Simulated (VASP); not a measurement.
# PbF2 (Fm-3m) in VASP: single point with HSE06

Aim: the single point of PbF2 with HSE06.

Everything below comes from runs of VASP 6.6.1. Logs are shortened: lines on timing, memory, paths and dates and some standing lists are left out, and cuts for length are marked.

## 1. The cell of the first run

Symmetry: Fm-3m, No. 225, cubic system. Conventional cell: a = 5.638 Å, b = 5.638 Å, c = 5.638 Å, α = 90.00°, β = 90.00°, γ = 90.00°. Within 3.2 Å of Pb (site symmetry m-3m) lie 8 F at 2.44 Å. F (site symmetry -43m) has 4 Pb at 2.44 Å and 6 F at 2.82 Å within 3.2 Å.

## 2. Single point, HSE06 (strain -4.3%)

The input, POSCAR:

```
PbF2
1.0
    0.0000000000      2.8188439444      2.8188439444
    2.8188439444      0.0000000000      2.8188439444
    2.8188439444      2.8188439444      0.0000000000
Pb F
1 2
Direct
    0.0000000000      0.0000000000      0.0000000000
    0.2500000000      0.2500000000      0.2500000000
    0.7500000000      0.7500000000      0.7500000000
```

The input, INCAR.step1:

```
  PREC = Accurate
  ENCUT = 520
  EDIFF = 1E-5
  ISMEAR = 0
  SIGMA = 0.01
  LREAL = False
  LASPH = True
  NELM = 120
  ALGO = Normal
  ISIF = 2
  LWAVE = True
  LCHARG = False
  GGA = PE
  NBANDS = 21
  GGA_COMPAT = False
  KPAR = 4
```

The input, INCAR.step2:

```
  PREC = Accurate
  ENCUT = 520
  EDIFF = 1E-6
  ISMEAR = 0
  SIGMA = 0.01
  LREAL = False
  LASPH = True
  NELM = 120
  ALGO = Normal
  ISIF = 2
  LWAVE = False
  LCHARG = False
  GGA = PE
  LHFCALC = True
  HFSCREEN = 0.2079
  PRECFOCK = Normal
  ISTART = 1
  NBANDS = 21
  GGA_COMPAT = False
  KPAR = 4
```

The input, KPOINTS:

```
regular mesh
0
Gamma
  6 6 6
```

Potentials or basis: VASP PAW PBE potentials, release 64 (Pb_d, F).

Command:

```
> cat potpaw_PBE.64/Pb_d/POTCAR potpaw_PBE.64/F/POTCAR > POTCAR
> cp INCAR.step1 INCAR
> mpirun -np 4 vasp_std > vasp.out
> cp INCAR.step2 INCAR
> mpirun -np 4 vasp_std > vasp.out
```

OUTCAR:

```text
PREC = Accurate
   ENCUT = 520
   EDIFF = 1E-6
   ISMEAR = 0
   LREAL = False
   LASPH = True
   NELM = 120
   ISIF = 2
   GGA = PE
   LHFCALC = True
   HFSCREEN = 0.2079
   PRECFOCK = Normal
   ISTART = 1

 ion  position               nearest neighbor table
   1  0.000  0.000  0.000-   3 2.44   3 2.44   2 2.44   2 2.44   3 2.44   2 2.44   3 2.44   2 2.44

   2  0.250  0.250  0.250-   1 2.44   1 2.44   1 2.44   1 2.44
   3  0.750  0.750  0.750-   1 2.44   1 2.44   1 2.44   1 2.44

  LATTYP: Found a face centered cubic cell.
 ALAT       =     5.6376878888

  Lattice vectors:

 A1 = (   0.0000000000,   2.8188439444,   2.8188439444)
 A2 = (   2.8188439444,   0.0000000000,   2.8188439444)
 A3 = (   2.8188439444,   2.8188439444,   0.0000000000)

Analysis of symmetry for initial positions (statically):
=====================================================================
 Subroutine PRICEL returns:
 Original cell was already a primitive cell.

 Routine SETGRP: Setting up the symmetry group for a
 face centered cubic supercell.

 Subroutine GETGRP returns: Found 48 space group operations
 (whereof 48 operations were pure point group operations)
 out of a pool of 48 trial point group operations.

The static configuration has the point symmetry O_h .

Analysis of symmetry for dynamics (positions and initial velocities):
=====================================================================
 Subroutine PRICEL returns:
 Original cell was already a primitive cell.

 Routine SETGRP: Setting up the symmetry group for a
 face centered cubic supercell.

 Subroutine GETGRP returns: Found 48 space group operations
 (whereof 48 operations were pure point group operations)
 out of a pool of 48 trial point group operations.

The dynamic configuration has the point symmetry O_h .

 Subroutine INISYM returns: Found 48 space group operations
 (whereof 48 operations are pure point group operations),
 and found     1 'primitive' translations

----------------------------------------------------------------------------------------

                                     Primitive cell

  volume of cell :      44.7964

  direct lattice vectors                    reciprocal lattice vectors
     0.000000000  2.818843944  2.818843944    -0.177377680  0.177377680  0.177377680
     2.818843944  0.000000000  2.818843944     0.177377680 -0.177377680  0.177377680
     2.818843944  2.818843944  0.000000000     0.177377680  0.177377680 -0.177377680
[... 83 lines left out ...]
   ISIF   =      2    stress and relaxation
   ISYM   =      3    0-nonsym 1-usesym 2-fastsym
   POTIM  = 0.5000    time-step for ionic-motion
   TEBEG  =    0.0;   TEEND  =   0.0 temperature during run
   PSTRESS=    0.0 pullay stress
   NELECT =      28.0000    total number of electrons
   NUPDOWN=      -1.0000    fix difference up-down
   EMIN   =  10.00;   EMAX   =-10.00  energy-range for DOS
   EFERMI =   0.00;   METHOD = LEGACY
   ISMEAR =     0;   SIGMA  =   0.01  broadening in eV -4-tet -1-fermi 0-gaus
   EFERMI_NEDOS =   21; number of points for ismear=-14 and -15
   IALGO  =     38    algorithm
   IMIX   =      1    mixing-type and parameters
     AMIX     =   0.40;   BMIX     =  1.00
     AMIX_MAG =   1.60;   BMIX_MAG =  1.00
  volume/ion in A,a.u.               =      14.93       100.77
  Fermi-wavevector in a.u.,A,eV,Ry     =   1.399737  2.645120 26.657405  1.959264
  Thomas-Fermi vector in A             =   2.522767
   LORBIT       =      0    0 simple, 1 ext, 2 COOP (PROOUT), +10 PAW based schemes
   GGA     = PE    functional components
   LHFCALC =     T    Hartree Fock is set to
   PRECFOCK=normal    Normal, Fast or Accurate (Low or Medium for compatibility)
   ENCUT4O =  -1.0   cutoff for four orbital integrals eV
   NKREDX  =     1    reduce k-point grid by
   NKREDY  =     1    reduce k-point grid by
   NKREDZ  =     1    reduce k-point grid by
   AEXX    =    0.2500 exact exchange contribution
   HFSCREEN=    0.2079 screening length (either q_TF or 0.3 A-1)
   HFSCREENC=   0.2079 screening length for correlation (either q_TF or 0.3 A-1)
   ENCUTFOCK=  -1.0 apply spherical cutoff to Coloumb kernel
   IVDW    =     0    specifies the selected vdW correction
   LEPSILON=     F    determine dielectric tensor
   LRPA    =     F    only Hartree local field effects (RPA)
 non-spin polarized calculation
 Gauss-broadening in eV      SIGMA  =   0.01
  energy-cutoff  :      520.00
  volume of cell :       44.80
 maximum number of plane-waves:      1243
 NGX is ok and might be reduce to    30
  NGX = 24; NGY = 24; NGZ = 24

 number of electron      28.0000032 magnetization

 Free energy of the ion-electron system (eV)
  ---------------------------------------------------
  ext. energy  EPLUGINS =         0.00000000
  ---------------------------------------------------
  free energy    TOTEN  =       -17.46277803 eV

  energy without entropy =      -17.46277803  energy(sigma->0) =      -17.46277803

 E-fermi :   3.1773     XC(G=0):  -8.3486

 val. band max:        3.1101129671   @ k =  -0.3333   0.5000   0.1667
 cond. band min:       8.6862660029   @ k =   0.5000   0.5000   0.0000
 fundamental gap:      5.5761530358
 Fermi energy:         3.1772670278

 k-point     1 :       0.0000    0.0000    0.0000
  band No.  band energies     occupation
      1     -21.7643      2.00000
      2     -20.8083      2.00000
      3     -12.9270      2.00000
      4     -12.9270      2.00000
      5     -12.9270      2.00000
      6     -12.7358      2.00000
[... 373 lines left out ...]
     20      20.6496      0.00000
     21      21.4362      0.00000

------------------------ aborting loop because EDIFF is reached ----------------------------------------

  FORCE on cell =-STRESS in cart. coord.  units (eV):
  Direction    XX          YY          ZZ          XY          YZ          ZX
  --------------------------------------------------------------------------------------
  -------------------------------------------------------------------------------------
  Total        4.7824984      4.7824984      4.7824984      0.0000000     -0.0000000      0.0000000
  in kB      171.0497005    171.0497005    171.0497005      0.0000000     -0.0000000      0.0000000
  external PRESSURE =     171.0497005 kB  Pullay stress =       0.0000000 kB

 VOLUME and BASIS-vectors are now :
 -----------------------------------------------------------------------------
  energy-cutoff  :      520.00
  volume of cell :       44.80
      direct lattice vectors                 reciprocal lattice vectors
     0.000000000  2.818843944  2.818843944    -0.177377680  0.177377680  0.177377680
     2.818843944  0.000000000  2.818843944     0.177377680 -0.177377680  0.177377680
     2.818843944  2.818843944  0.000000000     0.177377680  0.177377680 -0.177377680

 POSITION                                       TOTAL-FORCE (eV/Angst)
 -----------------------------------------------------------------------------------
      0.00000      0.00000      0.00000         0.000000     -0.000000     -0.000000
      1.40942      1.40942      1.40942        -0.000000     -0.000000      0.000000
      4.22827      4.22827      4.22827         0.000000      0.000000     -0.000000
 -----------------------------------------------------------------------------------
    total drift:                                0.000002      0.000002      0.000001

  FREE ENERGIE OF THE ION-ELECTRON SYSTEM (eV)
  ---------------------------------------------------
  free  energy   TOTEN  =       -17.4627780264 eV

  energy  without entropy=      -17.4627780264  energy(sigma->0) =      -17.46277803
```

OSZICAR.step1:

```text
N       E                     dE             d eps       ncg     rms          rms(c)
DAV:   1     0.308020298276E+03    0.30802E+03   -0.14845E+04   680   0.162E+03
DAV:   2     0.126366113143E+02   -0.29538E+03   -0.27945E+03   726   0.444E+02
DAV:   3    -0.147954125442E+02   -0.27432E+02   -0.27115E+02   816   0.141E+02
DAV:   4    -0.155473700223E+02   -0.75196E+00   -0.75147E+00   742   0.241E+01
DAV:   5    -0.155723647249E+02   -0.24995E-01   -0.24993E-01   924   0.464E+00    0.780E+00
DAV:   6    -0.138581349673E+02    0.17142E+01   -0.73985E+00   933   0.238E+01    0.225E+00
DAV:   7    -0.138733808077E+02   -0.15246E-01   -0.36490E-01   727   0.401E+00    0.143E+00
DAV:   8    -0.138789993764E+02   -0.56186E-02   -0.83952E-02   715   0.357E+00    0.562E-01
DAV:   9    -0.138748374811E+02    0.41619E-02   -0.15686E-02   945   0.125E+00    0.111E-01
DAV:  10    -0.138757837446E+02   -0.94626E-03   -0.19404E-03   717   0.357E-01    0.482E-02
DAV:  11    -0.138758204357E+02   -0.36691E-04   -0.11622E-04   750   0.139E-01    0.110E-02
DAV:  12    -0.138758238661E+02   -0.34304E-05   -0.26843E-05   663   0.618E-02
   1 F= -.13875824E+02 E0= -.13875824E+02  d E =-.427637-105
```

Wall time 48 min (4 MPI ranks of AMD EPYC 7R43 (Zen 3), shared host); peak memory 0.27 GiB.

What came out:

```yaml
Free_energy: -17.4628 eV
Pressure: 17.1 GPa
Band_gap_on_the_k_mesh: 5.58 eV (least direct gap 5.70 eV)
```

Levels at points of the mesh, in eV from the valence-band top:
```
           k point  band 10  band 11  band 12  band 13  band 14  band 15  band 16  band 17  band 18  band 19
(0.00, 0.00, 0.00)    -4.37    -4.37    -3.83    -3.83    -3.83     8.17     8.17     8.17    12.21    16.90
(0.50, 0.00, 0.00)    -4.71    -4.71    -3.97    -3.97    -0.19     6.07     9.54     9.54    14.80    15.45
(0.50, 0.50, 0.00)    -5.82    -3.30    -3.24    -3.24    -0.12     5.58     9.73     9.89     9.89    16.36
```

Caveat: the cell differs from its parent crystal (strain -4.3%); the cell stands under pressure; the PAW data sets were made with another functional, which shifts forces and pressure a little; spin-orbit coupling is left out, which moves the levels of the heavy elements. A k mesh can miss the band edges.
